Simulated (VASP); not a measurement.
# CuO (Tenorite) in VASP: single point with PBE+U

Aim: the single point of CuO (Tenorite) with PBE+U.

Program: VASP 6.6.1. These are calculated values, not measurements. Logs are shortened: lines on timing, memory, paths and dates and some standing lists are left out, and cuts for length are marked.

### 1 The cell of the first run

The typed cell holds 4 atoms: a = 2.949 Å, b = 2.949 Å, c = 5.218 Å, α = 90.00°, β = 90.00°, γ = 89.51°.

### 2 Single point, PBE+U, collinear spin, ferromagnetic start

Contents of INCAR:

```
ALGO = Normal ; EDIFF = 1E-6
ENCUT = 520 ; GGA = PE
ISIF = 2 ; ISMEAR = 0
ISPIN = 2 ; LASPH = True
LCHARG = True ; LDAU = True
LDAUJ = 0 0 ; LDAUL = 2 -1
LDAUPRINT = 1 ; LDAUTYPE = 2
LDAUU = 4 0 ; LELF = True
LMAXMIX = 4 ; LORBIT = 11
LREAL = False ; LVHAR = True
LWAVE = False ; MAGMOM = 0.63 0.63 0 0
NBANDS = 29 ; NELM = 150
PREC = Accurate ; SIGMA = 0.05
```

Contents of KPOINTS:

```
k-points
0
Gamma
  10 10 6
```

Contents of POSCAR:

```
CuO
1.0
    2.0872092025     -2.0760605335      0.1652846486
    2.0872092025      2.0760605335      0.1652846486
   -0.4124906602      0.0000000000      5.2015957502
Cu O
2 2
Direct
    0.0000000000      0.5000000000      0.0000000000
    0.5000000000      0.0000000000      0.5000000000
    0.5000352670      0.4999647330      0.2500000000
    0.4999647330      0.5000352670      0.7500000000
```

Potentials or basis: VASP PAW PBE potentials, release 64 (Cu, O).

On the command line:

```bash
> cat potpaw_PBE.64/Cu/POTCAR potpaw_PBE.64/O/POTCAR > POTCAR
> mpirun -np 1 vasp_std > vasp.out
```

OUTCAR:

```text
EDIFF = 1E-6
   ENCUT = 520
   GGA = PE
   ISIF = 2
   ISMEAR = 0
   ISPIN = 2
   LASPH = True
   LORBIT = 11
   LREAL = False
   NELM = 150
   PREC = Accurate

 ion  position               nearest neighbor table
   1  0.000  0.500  0.000-   3 1.97   4 1.97   3 1.97   4 1.97
   2  0.500  0.000  0.500-   3 1.97   4 1.97   4 1.97   3 1.97
   3  0.500  0.500  0.250-   1 1.97   2 1.97   2 1.97   1 1.97
   4  0.500  0.500  0.750-   1 1.97   2 1.97   1 1.97   2 1.97

  LATTYP: Found a base centered monoclinic cell.
 ALAT       =     4.1874867260
 B/A-ratio  =     0.9915544427
 C/A-ratio  =     1.2460757196
 COS(beta)  =    -0.0001107896

  Lattice vectors:

 A1 = (   2.0872092025,  -2.0760605335,   0.1652846486)
 A2 = (   2.0872092025,   2.0760605335,   0.1652846486)
 A3 = (  -0.4124906602,   0.0000000000,   5.2015957502)

Analysis of symmetry for initial positions (statically):
=====================================================================
 Subroutine PRICEL returns:
 Original cell was already a primitive cell.

 Routine SETGRP: Setting up the symmetry group for a
 base centered monoclinic supercell.

 Subroutine GETGRP returns: Found  4 space group operations
 (whereof  2 operations were pure point group operations)
 out of a pool of  4 trial point group operations.

The static configuration has the point symmetry S_2 .
 The point group associated with its full space group is C_2h.

Analysis of symmetry for dynamics (positions and initial velocities):
=====================================================================
 Subroutine PRICEL returns:
 Original cell was already a primitive cell.

 Routine SETGRP: Setting up the symmetry group for a
 base centered monoclinic supercell.

 Subroutine GETGRP returns: Found  4 space group operations
 (whereof  2 operations were pure point group operations)
 out of a pool of  4 trial point group operations.

The dynamic configuration has the point symmetry S_2 .
 The point group associated with its full space group is C_2h.

Analysis of structural, dynamic, and magnetic symmetry:
=====================================================================
 Subroutine PRICEL returns:
 Original cell was already a primitive cell.

 Routine SETGRP: Setting up the symmetry group for a
 base centered monoclinic supercell.

 Subroutine GETGRP returns: Found  4 space group operations
 (whereof  2 operations were pure point group operations)
 out of a pool of  4 trial point group operations.

The overall configuration has the point symmetry S_2 .
 The point group associated with its full space group is C_2h.

 Subroutine INISYM returns: Found  4 space group operations
 (whereof  2 operations are pure point group operations),
 and found     1 'primitive' translations

----------------------------------------------------------------------------------------

                                     Primitive cell

  volume of cell :      45.3619

  direct lattice vectors                    reciprocal lattice vectors
     2.087209202 -2.076060534  0.165284649     0.238059370 -0.240840762  0.018878296
[... 140 lines left out ...]
 -0.0034  0.9968 -0.0025 -0.0251  0.0020
  0.0125 -0.0025  0.9727  0.0034 -0.0003
  0.0003 -0.0251  0.0034  0.9969 -0.0019
 -0.0000  0.0020 -0.0003 -0.0019  0.9733

spin component  2

  0.9450  0.0199  0.0116 -0.0235  0.0019
  0.0199  0.6942  0.0386  0.2713 -0.0217
  0.0116  0.0386  0.9617 -0.0376  0.0029
 -0.0235  0.2713 -0.0376  0.6938  0.0216
  0.0019 -0.0217  0.0029  0.0216  0.9626

 occupancies and eigenvectors

  o =  0.4140  v =  0.0000  0.0000  0.0000  0.0000  0.0000  0.0554 -0.7012  0.0967  0.7019 -0.0561      0.0000  0.0000  0.0000  0.0000  0.0000  0.0000  0.0000  0.0000  0.0000  0.0000
  o =  0.9388  v =  0.0000  0.0000  0.0000  0.0000  0.0000  0.8821  0.0700 -0.4614  0.0634 -0.0057      0.0000  0.0000  0.0000  0.0000  0.0000  0.0000  0.0000  0.0000  0.0000  0.0000
  o =  0.9475  v =  0.8917  0.0708 -0.4429  0.0608 -0.0062  0.0000  0.0000  0.0000  0.0000  0.0000      0.0000  0.0000  0.0000  0.0000  0.0000  0.0000  0.0000  0.0000  0.0000  0.0000
  o =  0.9643  v =  0.0000  0.0000  0.0000  0.0000  0.0000 -0.0042 -0.0001 -0.0064 -0.0785 -0.9969      0.0000  0.0000  0.0000  0.0000  0.0000  0.0000  0.0000  0.0000  0.0000  0.0000
  o =  0.9655  v =  0.0000  0.0000  0.0000  0.0000  0.0000 -0.0562  0.7086  0.0961  0.6946 -0.0552      0.0000  0.0000  0.0000  0.0000  0.0000  0.0000  0.0000  0.0000  0.0000  0.0000
  o =  0.9720  v = -0.0562  0.7079  0.0962  0.6952 -0.0555  0.0000  0.0000  0.0000  0.0000  0.0000      0.0000  0.0000  0.0000  0.0000  0.0000  0.0000  0.0000  0.0000  0.0000  0.0000
  o =  0.9731  v =  0.0049  0.0003  0.0067  0.0787  0.9969  0.0000  0.0000  0.0000  0.0000  0.0000      0.0000  0.0000  0.0000  0.0000  0.0000  0.0000  0.0000  0.0000  0.0000  0.0000
  o =  0.9746  v =  0.0000  0.0000  0.0000  0.0000  0.0000  0.4644  0.0366  0.8766 -0.1208  0.0019      0.0000  0.0000  0.0000  0.0000  0.0000  0.0000  0.0000  0.0000  0.0000  0.0000
  o =  0.9785  v =  0.4457  0.0352  0.8861 -0.1223  0.0015  0.0000  0.0000  0.0000  0.0000  0.0000      0.0000  0.0000  0.0000  0.0000  0.0000  0.0000  0.0000  0.0000  0.0000  0.0000
  o =  1.0227  v =  0.0556 -0.7018  0.0968  0.7013 -0.0560  0.0000  0.0000  0.0000  0.0000  0.0000      0.0000  0.0000  0.0000  0.0000  0.0000  0.0000  0.0000  0.0000  0.0000  0.0000

atom =   2  type =  1  l = 2

 onsite density matrix

spin component  1

  0.9539 -0.0034 -0.0125 -0.0003  0.0000
 -0.0034  0.9968  0.0025  0.0251 -0.0020
 -0.0125  0.0025  0.9727  0.0034 -0.0003
 -0.0003  0.0251  0.0034  0.9969 -0.0019
  0.0000 -0.0020 -0.0003 -0.0019  0.9733

spin component  2

  0.9450  0.0199 -0.0116  0.0235 -0.0019
  0.0199  0.6942 -0.0386 -0.2713  0.0217
 -0.0116 -0.0386  0.9617 -0.0376  0.0029
  0.0235 -0.2713 -0.0376  0.6938  0.0216
 -0.0019  0.0217  0.0029  0.0216  0.9626

 occupancies and eigenvectors

  o =  0.4140  v =  0.0000  0.0000  0.0000  0.0000  0.0000 -0.0554  0.7012  0.0967  0.7019 -0.0561      0.0000  0.0000  0.0000  0.0000  0.0000  0.0000  0.0000  0.0000  0.0000  0.0000
  o =  0.9388  v =  0.0000  0.0000  0.0000  0.0000  0.0000  0.8821  0.0700  0.4614 -0.0634  0.0057      0.0000  0.0000  0.0000  0.0000  0.0000  0.0000  0.0000  0.0000  0.0000  0.0000
  o =  0.9475  v =  0.8917  0.0708  0.4429 -0.0608  0.0062  0.0000  0.0000  0.0000  0.0000  0.0000      0.0000  0.0000  0.0000  0.0000  0.0000  0.0000  0.0000  0.0000  0.0000  0.0000
  o =  0.9643  v =  0.0000  0.0000  0.0000  0.0000  0.0000  0.0042  0.0001 -0.0064 -0.0785 -0.9969      0.0000  0.0000  0.0000  0.0000  0.0000  0.0000  0.0000  0.0000  0.0000  0.0000
  o =  0.9655  v =  0.0000  0.0000  0.0000  0.0000  0.0000  0.0562 -0.7086  0.0961  0.6946 -0.0552      0.0000  0.0000  0.0000  0.0000  0.0000  0.0000  0.0000  0.0000  0.0000  0.0000
  o =  0.9720  v =  0.0562 -0.7079  0.0962  0.6952 -0.0555  0.0000  0.0000  0.0000  0.0000  0.0000      0.0000  0.0000  0.0000  0.0000  0.0000  0.0000  0.0000  0.0000  0.0000  0.0000
  o =  0.9731  v = -0.0049 -0.0003  0.0067  0.0787  0.9969  0.0000  0.0000  0.0000  0.0000  0.0000      0.0000  0.0000  0.0000  0.0000  0.0000  0.0000  0.0000  0.0000  0.0000  0.0000
  o =  0.9746  v =  0.0000  0.0000  0.0000  0.0000  0.0000  0.4644  0.0366 -0.8766  0.1208 -0.0019      0.0000  0.0000  0.0000  0.0000  0.0000  0.0000  0.0000  0.0000  0.0000  0.0000
  o =  0.9785  v =  0.4457  0.0352 -0.8861  0.1223 -0.0015  0.0000  0.0000  0.0000  0.0000  0.0000      0.0000  0.0000  0.0000  0.0000  0.0000  0.0000  0.0000  0.0000  0.0000  0.0000
  o =  1.0227  v = -0.0556  0.7018  0.0968  0.7013 -0.0560  0.0000  0.0000  0.0000  0.0000  0.0000      0.0000  0.0000  0.0000  0.0000  0.0000  0.0000  0.0000  0.0000  0.0000  0.0000

 number of electron      34.0000026 magnetization       1.9638918

 Free energy of the ion-electron system (eV)
  ---------------------------------------------------
  ext. energy  EPLUGINS =         0.00000000
  ---------------------------------------------------
  free energy    TOTEN  =       -17.24142527 eV

  energy without entropy =      -17.24099218  energy(sigma->0) =      -17.24120873

 E-fermi :   4.3180     XC(G=0): -11.1273

 val. band max:        4.3138215423   @ k =   0.4000   0.4000  -0.0000
 cond. band min:       4.3437959113   @ k =  -0.4000   0.5000   0.1667
 fundamental gap:      0.0299743689
 Fermi energy:         4.3179897682

 spin component 1

 k-point     1 :       0.0000    0.0000    0.0000
  band No.  band energies     occupation
      1     -14.9500      1.00000
      2     -13.7035      1.00000
      3      -3.6689      1.00000
      4      -2.4748      1.00000
      5      -2.4606      1.00000
      6      -0.6706      1.00000
[... 1529 lines left out ...]
     28      21.4522      0.00000
     29      22.8723      0.00000

 [... further k-points ...]
[... 5 lines left out ...]
  --------------------------------------------------------------------------------------
  -------------------------------------------------------------------------------------
  Total       -0.7343989     -0.7100526     -0.8402288      0.0000000      0.0000000      0.0080970
  in kB      -25.9388836    -25.0789743    -29.6767823      0.0000000      0.0000000      0.2859862
  external PRESSURE =     -26.8982134 kB  Pullay stress =       0.0000000 kB

 VOLUME and BASIS-vectors are now :
 -----------------------------------------------------------------------------
  energy-cutoff  :      520.00
  volume of cell :       45.36
      direct lattice vectors                 reciprocal lattice vectors
     2.087209202 -2.076060534  0.165284649     0.238059370 -0.240840762  0.018878296
     2.087209202  2.076060534  0.165284649     0.238059370  0.240840762  0.018878296
    -0.412490660  0.000000000  5.201595750    -0.015129034  0.000000000  0.191048952

 POSITION                                       TOTAL-FORCE (eV/Angst)
 -----------------------------------------------------------------------------------
      1.04360      1.03803      0.08264         0.000000      0.000000     -0.000000
      0.83736     -1.03803      2.68344         0.000000      0.000000     -0.000000
      1.98409     -0.00015      1.46568        -0.000000     -0.000052      0.000000
      1.77784      0.00015      4.06648        -0.000000      0.000052     -0.000000
 -----------------------------------------------------------------------------------
    total drift:                                0.000000      0.000000     -0.000000

  FREE ENERGIE OF THE ION-ELECTRON SYSTEM (eV)
  ---------------------------------------------------
  free  energy   TOTEN  =       -17.2414252740 eV

  energy  without entropy=      -17.2409921808  energy(sigma->0) =      -17.24120873

 total charge

# of ion       s       p       d       tot
------------------------------------------
    1        0.380   0.370   9.131   9.881
    2        0.380   0.370   9.131   9.881
    3        1.557   3.418   0.000   4.975
    4        1.557   3.418   0.000   4.975
--------------------------------------------------
tot          3.874   7.576  18.261  29.711

 magnetization (x)

# of ion       s       p       d       tot
------------------------------------------
    1       -0.006   0.002   0.637   0.632
    2       -0.006   0.002   0.637   0.632
    3        0.020   0.289   0.000   0.309
    4        0.020   0.289   0.000   0.309
--------------------------------------------------
tot          0.028   0.582   1.273   1.883
```

Run time: 5.1 min. Hardware: 1 thread of Intel Xeon Platinum 8124M at 3.00GHz (Skylake/Cascade Lake), shared host; peak memory 0.41 GiB.

What came out:

| Property | Result |
| --- | --- |
| Free energy | -17.2414 eV |
| Pressure | -2.7 GPa |
| Band gap on the k mesh | zero (filled and empty bands overlap) |
| Net moment | 1.96 μB per cell |
| Site moments | Cu +0.63; O +0.31 μB |
| Valence electrons inside the program's atomic spheres | Cu 9.88; O 4.97 |

Stress tensor (GPa, compression positive):
```
-2.59  0.00  0.03
 0.00 -2.51  0.00
 0.03  0.00 -2.97
```

Levels at points of the mesh, in eV from the Fermi level:
Spin up:
| k point | band 15 | band 16 | band 17 | band 18 | band 19 | band 20 | band 21 | band 22 |
| --- | --- | --- | --- | --- | --- | --- | --- | --- |
| (0.00, 0.00, 0.00) | -2.94 | -2.13 | -0.27 | -0.26 | 1.27 | 6.40 | 7.18 | 13.21 |
| (0.50, 0.00, 0.00) | -2.90 | -1.94 | -0.67 | -0.42 | 3.99 | 5.94 | 6.63 | 11.10 |
| (0.50, 0.50, 0.00) | -3.87 | -2.35 | -2.33 | 0.20 | 2.61 | 7.48 | 9.71 | 9.85 |
| (0.00, 0.00, 0.50) | -2.05 | -2.05 | -0.87 | -0.87 | 3.43 | 3.43 | 11.66 | 11.66 |
| (0.50, 0.00, 0.50) | -3.26 | -2.39 | -1.42 | -0.27 | 4.66 | 5.88 | 8.54 | 8.75 |
| (0.50, 0.50, 0.50) | -2.61 | -2.61 | -1.89 | -1.89 | 4.30 | 4.30 | 10.50 | 10.50 |
Spin down:
| k point | band 13 | band 14 | band 15 | band 16 | band 17 | band 18 | band 19 | band 20 |
| --- | --- | --- | --- | --- | --- | --- | --- | --- |
| (0.00, 0.00, 0.00) | -2.94 | -2.44 | -2.43 | -1.52 | 1.52 | 1.76 | 1.78 | 6.50 |
| (0.50, 0.00, 0.00) | -3.07 | -2.44 | -2.36 | -1.39 | 1.48 | 1.70 | 4.00 | 6.24 |
| (0.50, 0.50, 0.00) | -3.45 | -3.41 | -1.82 | -1.80 | -0.15 | 2.38 | 2.57 | 7.41 |
| (0.00, 0.00, 0.50) | -2.98 | -2.98 | -1.51 | -1.51 | 1.35 | 1.35 | 3.72 | 3.72 |
| (0.50, 0.00, 0.50) | -3.05 | -2.83 | -2.33 | -1.85 | 0.86 | 1.73 | 4.79 | 6.16 |
| (0.50, 0.50, 0.50) | -2.32 | -2.32 | -2.06 | -2.06 | 0.83 | 0.83 | 4.27 | 4.27 |

Eigenvalues of the final occupation matrices:
```
    site  spin  trace               eigenvalues
site 1 d     1   4.89  0.95 0.97 0.97 0.98 1.02
site 1 d     2   4.26  0.41 0.94 0.96 0.97 0.97
site 2 d     1   4.89  0.95 0.97 0.97 0.98 1.02
site 2 d     2   4.26  0.41 0.94 0.96 0.97 0.97
```

The state reached can hang on the start; a lower one may exist.
